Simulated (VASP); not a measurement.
# HoSiI4 (R3m) in VASP: single point with PBE

Aim: the single point of HoSiI4 with PBE.

All numbers are computed with VASP 6.6.1; they aren't measurements. Logs are shortened: lines on timing, memory, paths and dates and some standing lists are left out, and cuts for length are marked.

## 1. The cell of the first run

The structure is trigonal, space group R3m (No. 160). The conventional cell has a = 9.346 Å, b = 9.346 Å, c = 10.068 Å, α = 90.00°, β = 90.00°, γ = 120.00°. Within 3.6 Å of Ho (site symmetry 3m) lie 1 Si at 2.74 Å and 6 I at 2.97 to 3.38 Å. Si (site symmetry 3m) has 4 I at 2.43 to 3.09 Å and 1 Ho at 2.74 Å within 3.2 Å. I (site symmetry m) has 2 Ho at 2.97 to 3.38 Å and 1 Si at 3.09 Å within 3.9 Å. Within 3.2 Å of I (site symmetry 3m) lie 1 Si at 2.43 Å.

The cell was generated, and may not be a known phase.

## 2. Single point, PBE

File INCAR:

```
ALGO     = Normal         # electronic algorithm
EDIFF    = 1E-6           # SCF threshold, eV
ENCUT    = 500            # plane-wave cutoff, eV
GGA      = PE             # functional
GGA_COMPAT= F            
ISIF     = 2              # what is computed and relaxed
ISMEAR   = 0              # smearing method
LASPH    = T              # aspherical terms in the spheres
LCHARG   = F              # write CHGCAR
LMAXMIX  = 6              # l up to which the mixer works
LREAL    = F              # projectors in reciprocal space
LWAVE    = F              # write WAVECAR
NBANDS   = 30             # bands
NELM     = 200            # most SCF steps
PREC     = Accurate       # precision mode
SIGMA    = 0.1            # smearing width, eV
```

File KPOINTS:

```
k-points
0
Gamma
  6 6 6
```

File POSCAR:

```
HoSiI4
1.0
    4.6728881517      2.6978932323      3.3559353212
   -4.6728881517      2.6978932323      3.3559353212
    0.0000000000     -5.3957864645      3.3559353212
Ho Si I
1 1 4
Direct
    0.3314352482      0.3314352482      0.3314352482
    0.0589454764      0.0589454764      0.0589454764
    0.3411831204      0.8005704242      0.3411831204
    0.3411831204      0.3411831204      0.8005704242
    0.8005704242      0.3411831204      0.3411831204
    0.8171858205      0.8171858205      0.8171858205
```

Potentials or basis: VASP PAW PBE potentials, release 64 (Ho_3, Si, I), 4f in core.

Run with:

```console
> cat potpaw_PBE.64/Ho_3/POTCAR potpaw_PBE.64/Si/POTCAR potpaw_PBE.64/I/POTCAR > POTCAR
> mpirun -np 1 vasp_std > vasp.out
```

OUTCAR:

```text
EDIFF = 1E-6
   ENCUT = 500
   GGA = PE
   ISIF = 2
   ISMEAR = 0
   LASPH = T
   LREAL = F
   NELM = 200
   PREC = Accurate

 ion  position               nearest neighbor table
   1  0.331  0.331  0.331-   2 2.74   4 2.97   3 2.97   5 2.97   4 3.38   3 3.38   5 3.38
   2  0.059  0.059  0.059-   6 2.43   1 2.74   5 3.09   3 3.09   4 3.09
   3  0.341  0.801  0.341-   1 2.97   2 3.09   1 3.38
   4  0.341  0.341  0.801-   1 2.97   2 3.09   1 3.38
   5  0.801  0.341  0.341-   1 2.97   2 3.09   1 3.38
   6  0.817  0.817  0.817-   2 2.43

  LATTYP: Found a trigonal (rhomboedric) cell.
 ALAT       =     6.3542752105
 COS(alpha) =    -0.0816051001

  Lattice vectors:

 A1 = (   4.6728881517,   2.6978932323,   3.3559353212)
 A2 = (  -4.6728881517,   2.6978932323,   3.3559353212)
 A3 = (   0.0000000000,  -5.3957864645,   3.3559353212)

Analysis of symmetry for initial positions (statically):
=====================================================================
 Subroutine PRICEL returns:
 Original cell was already a primitive cell.

 Routine SETGRP: Setting up the symmetry group for a
 trigonal (rhombohedral) supercell.

 Subroutine GETGRP returns: Found  6 space group operations
 (whereof  6 operations were pure point group operations)
 out of a pool of 12 trial point group operations.

The static configuration has the point symmetry C_3v.

Analysis of symmetry for dynamics (positions and initial velocities):
=====================================================================
 Subroutine PRICEL returns:
 Original cell was already a primitive cell.

 Routine SETGRP: Setting up the symmetry group for a
 trigonal (rhombohedral) supercell.

 Subroutine GETGRP returns: Found  6 space group operations
 (whereof  6 operations were pure point group operations)
 out of a pool of 12 trial point group operations.

The dynamic configuration has the point symmetry C_3v.

 Subroutine INISYM returns: Found  6 space group operations
 (whereof  6 operations are pure point group operations),
 and found     1 'primitive' translations

----------------------------------------------------------------------------------------

                                     Primitive cell

  volume of cell :     253.8487

  direct lattice vectors                    reciprocal lattice vectors
     4.672888152  2.697893232  3.355935321     0.107000207  0.061776598  0.099326507
    -4.672888152  2.697893232  3.355935321    -0.107000207  0.061776598  0.099326507
     0.000000000 -5.395786465  3.355935321     0.000000000 -0.123553197  0.099326507

  length of vectors
     6.354275211  6.354275211  6.354275210     0.158528065  0.158528065  0.158528065

  position of ions in fractional coordinates (direct lattice)
     0.331435248  0.331435248  0.331435248
     0.058945476  0.058945476  0.058945476
     0.341183120  0.800570424  0.341183120
     0.341183120  0.341183120  0.800570424
     0.800570424  0.341183120  0.341183120
     0.817185821  0.817185821  0.817185821

  ion indices of the primitive-cell ions
   primitive index   ion index
                 1           1
                 2           2
                 3           3
                 4           4
                 5           5
                 6           6

----------------------------------------------------------------------------------------

 KPOINTS: k-points

Automatic generation of k-mesh.
 Grid dimensions read from file:
 generate k-points for:    6    6    6

 Generating k-lattice:

  Cartesian coordinates                     Fractional coordinates (reciprocal lattice)
     0.017833368  0.010296100  0.016554418     0.166666667  0.000000000  0.000000000
    -0.017833368  0.010296100  0.016554418     0.000000000  0.166666667  0.000000000
     0.000000000 -0.020592199  0.016554418     0.000000000  0.000000000  0.166666667

  Length of vectors
     0.026421344  0.026421344  0.026421344

  Shift w.r.t. Gamma in fractional coordinates (k-lattice)
     0.000000000  0.000000000  0.000000000

 Subroutine IBZKPT returns following result:
 ===========================================

 Found     32 irreducible k-points:

 Following reciprocal coordinates:
            Coordinates               Weight
  0.000000  0.000000  0.000000      1.000000
  0.166667  0.000000 -0.000000      6.000000
  0.333333  0.000000  0.000000      6.000000
  0.500000  0.000000 -0.000000      3.000000
  0.166667  0.166667  0.000000      6.000000
  0.333333  0.166667  0.000000     12.000000
[... 16 lines left out ...]
  0.500000  0.500000  0.166667      6.000000
 -0.333333  0.500000  0.166667     12.000000
 [... further k-points ...]
   k-points           NKPTS =     32   k-points in BZ     NKDIM =     32   number of bands    NBANDS=     30
   number of dos      NEDOS =    301   number of ions     NIONS =      6
   total plane-waves  NPLWV = 110592
   dimension x,y,z NGX =    48 NGY =   48 NGZ =   48
   dimension x,y,z NGXF=    96 NGYF=   96 NGZF=   96
   ions per type =               1   1   4
   NGX,Y,Z   is equivalent  to a cutoff of  12.56, 12.56, 12.56 a.u.
   NGXF,Y,Z  is equivalent  to a cutoff of  25.12, 25.12, 25.12 a.u.
 SYSTEM =  unknown system
   PREC   = accura    normal or accurate (medium, high low for compatibility)
   ISTART =      0    job   : 0-new  1-cont  2-samecut
   ICHARG =      2    charge: 1-file 2-atom 10-const
   ISPIN  =      1    spin polarized calculation?
   LNONCOLLINEAR =      F non collinear calculations
   LSORBIT =      F    spin-orbit coupling
   LASPH  =      T    aspherical Exc in radial PAW
   ENCUT  =  500.0 eV  36.75 Ry    6.06 a.u.  11.59 11.59 11.59*2*pi/ulx,y,z
   NELM   =    200;   NELMIN=  2; NELMDL= -5     # of ELM steps
   EDIFF  = 0.1E-05   stopping-criterion for ELM
   LREAL  =      F    real-space projection
   EDIFFG = 0.1E-04   stopping-criterion for IOM
   NSW    =      0    number of steps for IOM
   IBRION =     -1    ionic relax: 0-MD 1-quasi-New 2-CG
   NFREE  =      0    steps in history (QN), initial steepest desc. (CG)
   ISIF   =      2    stress and relaxation
   ISYM   =      2    0-nonsym 1-usesym 2-fastsym
   POTIM  = 0.5000    time-step for ionic-motion
   TEBEG  =    0.0;   TEEND  =   0.0 temperature during run
   PSTRESS=    0.0 pullay stress
   NELECT =      41.0000    total number of electrons
   NUPDOWN=      -1.0000    fix difference up-down
   EMIN   =  10.00;   EMAX   =-10.00  energy-range for DOS
   EFERMI =   0.00;   METHOD = LEGACY
   ISMEAR =     0;   SIGMA  =   0.10  broadening in eV -4-tet -1-fermi 0-gaus
   EFERMI_NEDOS =   21; number of points for ismear=-14 and -15
   IALGO  =     38    algorithm
   IMIX   =      4    mixing-type and parameters
     AMIX     =   0.40;   BMIX     =  1.00
     AMIX_MAG =   1.60;   BMIX_MAG =  1.00
  volume/ion in A,a.u.               =      42.31       285.51
  Fermi-wavevector in a.u.,A,eV,Ry     =   0.891547  1.684780 10.814684  0.794857
  Thomas-Fermi vector in A             =   2.013382
   LORBIT       =      0    0 simple, 1 ext, 2 COOP (PROOUT), +10 PAW based schemes
   GGA     = PE    functional components
   LHFCALC =     F    Hartree Fock is set to
   AEXX    =    0.0000 exact exchange contribution
   IVDW    =     0    specifies the selected vdW correction
   LEPSILON=     F    determine dielectric tensor
   LRPA    =     F    only Hartree local field effects (RPA)
 non-spin polarized calculation
 Gauss-broadening in eV      SIGMA  =   0.10
  energy-cutoff  :      500.00
  volume of cell :      253.85
 maximum number of plane-waves:      6469
 NGX is ok and might be reduce to    48
   NGX = 23   NGY = 23   NGZ = 23

 number of electron      40.9999999 magnetization

 Free energy of the ion-electron system (eV)
  ---------------------------------------------------
  ext. energy  EPLUGINS =         0.00000000
  ---------------------------------------------------
  free energy    TOTEN  =       -18.89030177 eV

  energy without entropy =      -18.87100578  energy(sigma->0) =      -18.88065377

 E-fermi :   3.4608     XC(G=0):  -7.7205

 val. band max:        3.4557767407   @ k =   0.5000   0.1667  -0.0000
 cond. band min:       3.4798417251   @ k =  -0.3333   0.5000   0.1667
 fundamental gap:      0.0240649844
 Fermi energy:         3.4608464595

 k-point     1 :       0.0000    0.0000    0.0000
  band No.  band energies     occupation
      1     -22.2567      2.00000
      2     -22.2567      2.00000
      3     -22.1579      2.00000
      4     -10.7712      2.00000
      5     -10.2418      2.00000
      6     -10.0190      2.00000
[... 22 lines left out ...]
     29       6.6955      0.00000
     30       7.4971      0.00000

 k-point     2 :       0.1667    0.0000   -0.0000
  band No.  band energies     occupation
      1     -22.2570      2.00000
      2     -22.2567      2.00000
      3     -22.1581      2.00000
      4     -10.7443      2.00000
      5     -10.2477      2.00000
      6     -10.0237      2.00000
[... 22 lines left out ...]
     29       6.8292      0.00000
     30       7.5436      0.00000

 k-point     3 :       0.3333    0.0000    0.0000
  band No.  band energies     occupation
      1     -22.2577      2.00000
      2     -22.2566      2.00000
      3     -22.1584      2.00000
      4     -10.6820      2.00000
      5     -10.2778      2.00000
      6     -10.0223      2.00000
[... 22 lines left out ...]
     29       7.2784      0.00000
     30       7.7956      0.00000

 k-point     4 :       0.5000    0.0000   -0.0000
  band No.  band energies     occupation
      1     -22.2581      2.00000
      2     -22.2566      2.00000
      3     -22.1585      2.00000
      4     -10.6439      2.00000
      5     -10.3045      2.00000
      6     -10.0172      2.00000
[... 616 lines left out ...]
     29       7.4843      0.00000
     30       7.9989      0.00000

 k-point    23 :       0.5000    0.5000    0.1667
  band No.  band energies     occupation
      1     -22.2587      2.00000
      2     -22.2576      2.00000
      3     -22.1592      2.00000
      4     -10.6252      2.00000
      5     -10.1291      2.00000
      6     -10.0710      2.00000
[... 22 lines left out ...]
     29       7.7680      0.00000
     30       7.9427      0.00000

 k-point    24 :      -0.3333    0.5000    0.1667
  band No.  band energies     occupation
      1     -22.2585      2.00000
      2     -22.2575      2.00000
      3     -22.1590      2.00000
      4     -10.6326      2.00000
      5     -10.1853      2.00000
      6     -10.0604      2.00000
[... 22 lines left out ...]
     29       7.8826      0.00000
     30       8.0518      0.00000

 [... further k-points ...]

------------------------ aborting loop because EDIFF is reached ----------------------------------------

  FORCE on cell =-STRESS in cart. coord.  units (eV):
  Direction    XX          YY          ZZ          XY          YZ          ZX
  --------------------------------------------------------------------------------------
  -------------------------------------------------------------------------------------
  Total        0.0628720      0.0628720      0.0922617      0.0000000      0.0000000      0.0000000
  in kB        0.3968194      0.3968194      0.5823135      0.0000000      0.0000000      0.0000000
  external PRESSURE =       0.4586507 kB  Pullay stress =       0.0000000 kB

 VOLUME and BASIS-vectors are now :
 -----------------------------------------------------------------------------
  energy-cutoff  :      500.00
  volume of cell :      253.85
      direct lattice vectors                 reciprocal lattice vectors
     4.672888152  2.697893232  3.355935321     0.107000207  0.061776598  0.099326507
    -4.672888152  2.697893232  3.355935321    -0.107000207  0.061776598  0.099326507
     0.000000000 -5.395786465  3.355935321     0.000000000 -0.123553197  0.099326507

 POSITION                                       TOTAL-FORCE (eV/Angst)
 -----------------------------------------------------------------------------------
      0.00000      0.00000      3.33683        -0.000000     -0.000000     -0.001753
      0.00000      0.00000      0.59345        -0.000000     -0.000000     -0.031157
     -2.14667      1.23938      4.97664        -0.008590      0.004959      0.008351
      0.00000     -2.47876      4.97664        -0.000000     -0.009919      0.008351
      2.14667      1.23938      4.97664         0.008590      0.004959      0.008351
      0.00000      0.00000      8.22727        -0.000000      0.000000      0.007857
 -----------------------------------------------------------------------------------
    total drift:                                0.000000      0.000000      0.000267

  FREE ENERGIE OF THE ION-ELECTRON SYSTEM (eV)
  ---------------------------------------------------
  free  energy   TOTEN  =       -18.8903017676 eV

  energy  without entropy=      -18.8710057752  energy(sigma->0) =      -18.88065377
```

Wall time 3 min (1 thread of Intel Xeon Platinum 8259CL at 2.50GHz (Skylake/Cascade Lake), shared host); peak memory 0.45 GiB.

Results:

| Quantity | Value |
| --- | --- |
| Free energy | -18.8903 eV |
| Pressure | 0.0 GPa |
| Largest force | 0.031 eV/Å |
| Band gap on the k mesh | zero (an odd number of electrons rules out a gap without spin polarisation) |

Forces in eV/Å, atoms in the order of the input:
```
Ho   0.000  0.000 -0.002
Si   0.000  0.000 -0.031
I   -0.009  0.005  0.008
I    0.000 -0.010  0.008
I    0.009  0.005  0.008
I    0.000  0.000  0.008
```

Caveat: spin-orbit coupling is left out, which moves the levels of the heavy elements; the 4f electrons are frozen in the core, so they carry no moment and show no levels; an odd number of electrons without spin polarisation forces a metal; a magnetic or distorted state may lie lower; the run has no spin polarisation, though such a crystal can be magnetic.

The gap in the log of VASP goes by the Fermi energy; the results here count the filled bands.